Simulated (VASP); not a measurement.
# Al3BN2 in VASP: a series of runs

Al3BN2 is run at these levels: PBE; tasks: single point.

All numbers are computed with VASP 6.6.1; they aren't measurements. Logs are shortened: lines on timing, memory, paths and dates and some standing lists are left out, and cuts for length are marked.

## 1. The cell of the first run

It takes space group P4/mmm (No. 123, tetragonal). Conventional cell: a = 2.610 Å, b = 2.610 Å, c = 8.348 Å, α = 90.00°, β = 90.00°, γ = 90.00°. Al (site symmetry 4/mmm) has 8 N at 2.25 Å and 6 Al at 2.60 to 2.61 Å within 3.0 Å. Al (site symmetry 4mm) has 4 N at 2.26 Å and 4 B at 2.43 Å and 5 Al at 2.60 to 2.61 Å within 3.0 Å. B (site symmetry 4/mmm) has 8 Al at 2.43 Å and 4 B at 2.61 Å and 2 N at 2.89 Å within 3.2 Å. N (site symmetry 4mm) has 8 Al at 2.25 to 2.26 Å and 5 N at 2.57 to 2.61 Å and 1 B at 2.89 Å within 3.0 Å.

## 2. Single point, PBE

File INCAR:

```
SYSTEM = Al3BN2
  PREC = Accurate
  ENCUT = 600
  EDIFF = 1E-6
  ISMEAR = 0
  SIGMA = 0.15
  LREAL = .FALSE.
  LASPH = .TRUE.
  NELM = 120
  ALGO = Normal
  ISIF = 2
  LWAVE = .FALSE.
  LCHARG = .FALSE.
  GGA = PE
  NBANDS = 20
  GGA_COMPAT = .FALSE.
```

File KPOINTS:

```
Automatic mesh
0
G
  4 4 2
  0 0 0
```

File POSCAR:

```
Al3BN2
1.0
    2.6099094723      0.0000000000      0.0000000000
    0.0000000000      2.6099094723      0.0000000000
    0.0000000000      0.0000000000      8.3476149544
Al B N
3 1 2
Direct
    0.0000000000      0.0000000000      0.0000000000
    0.0000000000      0.0000000000      0.6890317010
    0.0000000000      0.0000000000      0.3109682990
    0.5000000000      0.5000000000      0.5000000000
    0.5000000000      0.5000000000      0.8462893158
    0.5000000000      0.5000000000      0.1537106842
```

Potentials or basis: VASP PAW PBE potentials, release 64 (Al, B, N).

Run with:

```sh
cat potpaw_PBE.64/Al/POTCAR potpaw_PBE.64/B/POTCAR potpaw_PBE.64/N/POTCAR > POTCAR
mpirun -np 1 vasp_std > vasp.out
```

OUTCAR:

```text
SYSTEM = Al3BN2
   PREC = Accurate
   ENCUT = 600
   EDIFF = 1E-6
   ISMEAR = 0
   LREAL = .FALSE.
   LASPH = .TRUE.
   NELM = 120
   ISIF = 2
   GGA = PE

 ion  position               nearest neighbor table
   1  0.000  0.000  0.000-   5 2.25   6 2.25   5 2.25   6 2.25   5 2.25   6 2.25   5 2.25   6 2.25
                             2 2.60   3 2.60
   2  0.000  0.000  0.689-   5 2.26   5 2.26   5 2.26   5 2.26   4 2.43   4 2.43   4 2.43   4 2.43
                             1 2.60   3 3.16
   3  0.000  0.000  0.311-   6 2.26   6 2.26   6 2.26   6 2.26   4 2.43   4 2.43   4 2.43   4 2.43
                             1 2.60   2 3.16
   4  0.500  0.500  0.500-   2 2.43   3 2.43   2 2.43   3 2.43   2 2.43   3 2.43   2 2.43   3 2.43

   5  0.500  0.500  0.846-   1 2.25   1 2.25   1 2.25   1 2.25   2 2.26   2 2.26   2 2.26   2 2.26

   6  0.500  0.500  0.154-   1 2.25   1 2.25   1 2.25   1 2.25   3 2.26   3 2.26   3 2.26   3 2.26

  LATTYP: Found a simple tetragonal cell.
 ALAT       =     2.6099094723
 C/A-ratio  =     3.1984308433

  Lattice vectors:

 A1 = (   2.6099094723,   0.0000000000,   0.0000000000)
 A2 = (   0.0000000000,   2.6099094723,   0.0000000000)
 A3 = (   0.0000000000,   0.0000000000,   8.3476149544)

Analysis of symmetry for initial positions (statically):
=====================================================================
 Subroutine PRICEL returns:
 Original cell was already a primitive cell.

 Routine SETGRP: Setting up the symmetry group for a
 simple tetragonal supercell.

 Subroutine GETGRP returns: Found 16 space group operations
 (whereof 16 operations were pure point group operations)
 out of a pool of 16 trial point group operations.

The static configuration has the point symmetry D_4h.

Analysis of symmetry for dynamics (positions and initial velocities):
=====================================================================
 Subroutine PRICEL returns:
 Original cell was already a primitive cell.

 Routine SETGRP: Setting up the symmetry group for a
 simple tetragonal supercell.

 Subroutine GETGRP returns: Found 16 space group operations
 (whereof 16 operations were pure point group operations)
 out of a pool of 16 trial point group operations.

The dynamic configuration has the point symmetry D_4h.

 Subroutine INISYM returns: Found 16 space group operations
 (whereof 16 operations are pure point group operations),
 and found     1 'primitive' translations

----------------------------------------------------------------------------------------

                                     Primitive cell

  volume of cell :      56.8608

  direct lattice vectors                    reciprocal lattice vectors
     2.609909472  0.000000000  0.000000000     0.383155052  0.000000000  0.000000000
     0.000000000  2.609909472  0.000000000     0.000000000  0.383155052  0.000000000
     0.000000000  0.000000000  8.347614954     0.000000000  0.000000000  0.119794697

  length of vectors
     2.609909472  2.609909472  8.347614954     0.383155052  0.383155052  0.119794697

  position of ions in fractional coordinates (direct lattice)
     0.000000000  0.000000000  0.000000000
     0.000000000  0.000000000  0.689031701
     0.000000000  0.000000000  0.310968299
     0.500000000  0.500000000  0.500000000
     0.500000000  0.500000000  0.846289316
     0.500000000  0.500000000  0.153710684

  ion indices of the primitive-cell ions
   primitive index   ion index
                 1           1
                 2           2
                 3           3
                 4           4
                 5           5
                 6           6

----------------------------------------------------------------------------------------

 KPOINTS: Automatic mesh

Automatic generation of k-mesh.
 Grid dimensions read from file:
 generate k-points for:    4    4    2

 Generating k-lattice:

  Cartesian coordinates                     Fractional coordinates (reciprocal lattice)
     0.095788763  0.000000000  0.000000000     0.250000000  0.000000000  0.000000000
     0.000000000  0.095788763  0.000000000     0.000000000  0.250000000  0.000000000
     0.000000000  0.000000000  0.059897348     0.000000000  0.000000000  0.500000000

  Length of vectors
     0.095788763  0.095788763  0.059897348

  Shift w.r.t. Gamma in fractional coordinates (k-lattice)
     0.000000000  0.000000000  0.000000000

 Subroutine IBZKPT returns following result:
 ===========================================

 Found     12 irreducible k-points:

 Following reciprocal coordinates:
            Coordinates               Weight
  0.000000  0.000000  0.000000      1.000000
  0.250000  0.000000  0.000000      4.000000
  0.500000  0.000000  0.000000      2.000000
  0.250000  0.250000  0.000000      4.000000
  0.500000  0.250000  0.000000      4.000000
  0.500000  0.500000  0.000000      1.000000
  0.000000  0.000000  0.500000      1.000000
  0.250000  0.000000  0.500000      4.000000
  0.500000  0.000000  0.500000      2.000000
  0.250000  0.250000  0.500000      4.000000
  0.500000  0.250000  0.500000      4.000000
  0.500000  0.500000  0.500000      1.000000
   k-points           NKPTS =     12   k-points in BZ     NKDIM =     12   number of bands    NBANDS=     20
   number of dos      NEDOS =    301   number of ions     NIONS =      6
   total plane-waves  NPLWV =  40320
   dimension x,y,z NGX =    24 NGY =   24 NGZ =   70
   dimension x,y,z NGXF=    48 NGYF=   48 NGZF=  140
   ions per type =               3   1   2
   NGX,Y,Z   is equivalent  to a cutoff of  15.29, 15.29, 13.94 a.u.
   NGXF,Y,Z  is equivalent  to a cutoff of  30.58, 30.58, 27.88 a.u.
 SYSTEM =  Al3BN2
   PREC   = accura    normal or accurate (medium, high low for compatibility)
   ISTART =      0    job   : 0-new  1-cont  2-samecut
   ICHARG =      2    charge: 1-file 2-atom 10-const
   ISPIN  =      1    spin polarized calculation?
   LNONCOLLINEAR =      F non collinear calculations
   LSORBIT =      F    spin-orbit coupling
   LASPH  =      T    aspherical Exc in radial PAW
   ENCUT  =  600.0 eV  44.10 Ry    6.64 a.u.   5.21  5.21 16.67*2*pi/ulx,y,z
   NELM   =    120;   NELMIN=  2; NELMDL= -5     # of ELM steps
   EDIFF  = 0.1E-05   stopping-criterion for ELM
   LREAL  =      F    real-space projection
   EDIFFG = 0.1E-04   stopping-criterion for IOM
   NSW    =      0    number of steps for IOM
   IBRION =     -1    ionic relax: 0-MD 1-quasi-New 2-CG
   NFREE  =      0    steps in history (QN), initial steepest desc. (CG)
   ISIF   =      2    stress and relaxation
   ISYM   =      2    0-nonsym 1-usesym 2-fastsym
   POTIM  = 0.5000    time-step for ionic-motion
   TEBEG  =    0.0;   TEEND  =   0.0 temperature during run
   PSTRESS=    0.0 pullay stress
   NELECT =      22.0000    total number of electrons
   NUPDOWN=      -1.0000    fix difference up-down
   EMIN   =  10.00;   EMAX   =-10.00  energy-range for DOS
   EFERMI =   0.00;   METHOD = LEGACY
   ISMEAR =     0;   SIGMA  =   0.15  broadening in eV -4-tet -1-fermi 0-gaus
   EFERMI_NEDOS =   21; number of points for ismear=-14 and -15
   IALGO  =     38    algorithm
   IMIX   =      4    mixing-type and parameters
     AMIX     =   0.40;   BMIX     =  1.00
     AMIX_MAG =   1.60;   BMIX_MAG =  1.00
  volume/ion in A,a.u.               =       9.48        63.95
  Fermi-wavevector in a.u.,A,eV,Ry     =   1.192920  2.254292 19.361879  1.423058
  Thomas-Fermi vector in A             =   2.328947
   LORBIT       =      0    0 simple, 1 ext, 2 COOP (PROOUT), +10 PAW based schemes
   GGA     = PE    functional components
   LHFCALC =     F    Hartree Fock is set to
   AEXX    =    0.0000 exact exchange contribution
   IVDW    =     0    specifies the selected vdW correction
   LEPSILON=     F    determine dielectric tensor
   LRPA    =     F    only Hartree local field effects (RPA)
 non-spin polarized calculation
 Gauss-broadening in eV      SIGMA  =   0.15
  energy-cutoff  :      600.00
  volume of cell :       56.86
 maximum number of plane-waves:      1937
 NGX is ok and might be reduce to    24
   NGX = 11   NGY = 11   NGZ = 33

 number of electron      22.0000002 magnetization

 Free energy of the ion-electron system (eV)
  ---------------------------------------------------
  ext. energy  EPLUGINS =         0.00000000
  ---------------------------------------------------
  free energy    TOTEN  =       -31.61405262 eV

  energy without entropy =      -31.60532661  energy(sigma->0) =      -31.60968962

 E-fermi :   9.9609     XC(G=0): -11.7882

 val. band max:        9.7198235053   @ k =   0.5000   0.5000   0.5000
 cond. band min:       9.9923055572   @ k =   0.5000   0.0000   0.0000
 fundamental gap:      0.2724820519
 Fermi energy:         9.9608653162

 k-point     1 :       0.0000    0.0000    0.0000
  band No.  band energies     occupation
      1      -7.9483      2.00000
      2      -6.6177      2.00000
      3      -2.4218      2.00000
      4       1.8505      2.00000
      5       2.1136      2.00000
      6       8.3036      2.00000
[... 12 lines left out ...]
     19      18.6231      0.00000
     20      19.4413      0.00000

 k-point     2 :       0.2500    0.0000    0.0000
  band No.  band energies     occupation
      1      -6.9763      2.00000
      2      -5.7242      2.00000
      3      -1.2274      2.00000
      4       2.8900      2.00000
      5       2.9710      2.00000
      6       3.9107      2.00000
[... 12 lines left out ...]
     19      18.9750      0.00000
     20      19.9494      0.00000
[... 189 lines left out ...]
      3       1.3435      2.00000
      4       2.3483      2.00000
      5       3.2962      2.00000
      6       4.0789      2.00000
[... 12 lines left out ...]
     19      15.9528      0.00000
     20      17.3565      0.00000

 k-point    12 :       0.5000    0.5000    0.5000
  band No.  band energies     occupation
      1      -3.4325      2.00000
      2      -2.5003      2.00000
      3       3.0813      2.00000
      4       3.0813      2.00000
      5       4.0734      2.00000
      6       4.0734      2.00000
[... 12 lines left out ...]
     19      16.2132      0.00000
     20      16.3601      0.00000

------------------------ aborting loop because EDIFF is reached ----------------------------------------

  FORCE on cell =-STRESS in cart. coord.  units (eV):
  Direction    XX          YY          ZZ          XY          YZ          ZX
  --------------------------------------------------------------------------------------
  -------------------------------------------------------------------------------------
  Total       -0.1770336     -0.1770336     -0.3556849      0.0000000      0.0000000     -0.0000000
  in kB       -4.9883045     -4.9883045    -10.0221921      0.0000000      0.0000000     -0.0000000
  external PRESSURE =      -6.6662671 kB  Pullay stress =       0.0000000 kB

 VOLUME and BASIS-vectors are now :
 -----------------------------------------------------------------------------
  energy-cutoff  :      600.00
  volume of cell :       56.86
      direct lattice vectors                 reciprocal lattice vectors
     2.609909472  0.000000000  0.000000000     0.383155052  0.000000000  0.000000000
     0.000000000  2.609909472  0.000000000     0.000000000  0.383155052  0.000000000
     0.000000000  0.000000000  8.347614954     0.000000000  0.000000000  0.119794697

 POSITION                                       TOTAL-FORCE (eV/Angst)
 -----------------------------------------------------------------------------------
      0.00000      0.00000      0.00000         0.000000      0.000000     -0.000000
      0.00000      0.00000      5.75177        -0.000000     -0.000000     -0.003219
      0.00000      0.00000      2.59584         0.000000      0.000000      0.003219
      1.30495      1.30495      4.17381         0.000000      0.000000     -0.000000
      1.30495      1.30495      7.06450         0.000000     -0.000000     -0.003570
      1.30495      1.30495      1.28312         0.000000      0.000000      0.003570
 -----------------------------------------------------------------------------------
    total drift:                                0.000000     -0.000000      0.000000

  FREE ENERGIE OF THE ION-ELECTRON SYSTEM (eV)
  ---------------------------------------------------
  free  energy   TOTEN  =       -31.6140526181 eV

  energy  without entropy=      -31.6053266120  energy(sigma->0) =      -31.60968962
```

It took 31 s on 1 thread of Intel Xeon 8259CL, shared host; peak memory 0.19 GiB.

Results:

```yaml
Free_energy: -31.6141 eV
Pressure: -0.7 GPa
Largest_force: 0.004 eV/Å
Band_gap_on_the_k_mesh: zero (band 11 reaches 12.29 eV, above the bottom of band 12 at 8.79 eV)
```

Forces on the atoms (eV/Å):
```
Al   0.000  0.000  0.000
Al   0.000  0.000 -0.003
Al   0.000  0.000  0.003
B    0.000  0.000  0.000
N    0.000  0.000 -0.004
N    0.000  0.000  0.004
```

Caveat: the k points lie up to 0.60 Å⁻¹ apart.

## 3. Single point, PBE

This run uses another cell than the first one, of 15.62 Å³/atom, 1.649 times its volume.

File INCAR:

```
SYSTEM = Al3BN2
ALGO = Normal ; EDIFF = 1E-6
ENCUT = 600 ; GGA = PE
GGA_COMPAT = .FALSE. ; ISIF = 2
ISMEAR = 0 ; LASPH = .TRUE.
LCHARG = .FALSE. ; LREAL = .FALSE.
LWAVE = .FALSE. ; NBANDS = 20
NELM = 120 ; PREC = Accurate
SIGMA = 0.15
```

File KPOINTS:

```
k-points
0
G
  3 3 2
  0 0 0
```

File POSCAR:

```
Al3BN2
1.0
    3.0112286666     -3.0134877157      0.0000000000
    3.0112286666      3.0134877157      0.0000000000
    0.0000000000      0.0000000000      5.1654766166
Al B N
3 1 2
Direct
    0.0000000000      0.5000000000     -0.0002932346
    0.5000000000      0.0000000000      1.0002932346
    0.5000000000      0.5000000000      0.5000000000
    0.0000000000      0.0000000000      0.0000000000
    0.5000000000      0.5000000000      0.1366211340
    0.5000000000      0.5000000000      0.8633788660
```

Potentials or basis: VASP PAW PBE potentials, release 64 (Al, B, N).

Run with:

```sh
cat potpaw_PBE.64/Al/POTCAR potpaw_PBE.64/B/POTCAR potpaw_PBE.64/N/POTCAR > POTCAR
mpirun -np 1 vasp_std > vasp.out
```

Wall time 35 s (1 thread of Intel Xeon 8259CL, shared host); peak memory 0.22 GiB.

It converged, with:

* Free energy: -30.6815 eV
* Pressure: 0.0 GPa
* Largest force: 0.152 eV/Å
* Band gap on the k mesh: zero (band 11 reaches 4.80 eV, above the bottom of band 12 at 3.93 eV)

Forces in eV/Å, atoms in the order of the input:
```
Al   0.000  0.000  0.001
Al   0.000  0.000 -0.001
Al   0.000  0.000  0.000
B    0.000  0.000  0.000
N    0.000  0.000  0.152
N    0.000  0.000 -0.152
```

Stress tensor (GPa, compression positive):
```
-0.12  0.00  0.00
 0.00 -0.25  0.00
 0.00  0.00  0.27
```

Levels at points of the mesh, in eV from the Fermi level:
| k point | band 7 | band 8 | band 9 | band 10 | band 11 | band 12 | band 13 | band 14 | band 15 | band 16 |
| --- | --- | --- | --- | --- | --- | --- | --- | --- | --- | --- |
| (0.00, 0.00, 0.00) | -1.65 | -1.65 | -1.04 | -1.03 | -0.84 | -0.78 | -0.59 | 3.48 | 3.48 | 4.04 |
| (0.00, 0.00, 0.50) | -3.05 | -2.15 | -2.15 | -1.02 | -1.01 | -0.17 | 0.19 | 2.63 | 3.71 | 4.71 |

Caveat: the k points lie up to 0.61 Å⁻¹ apart.
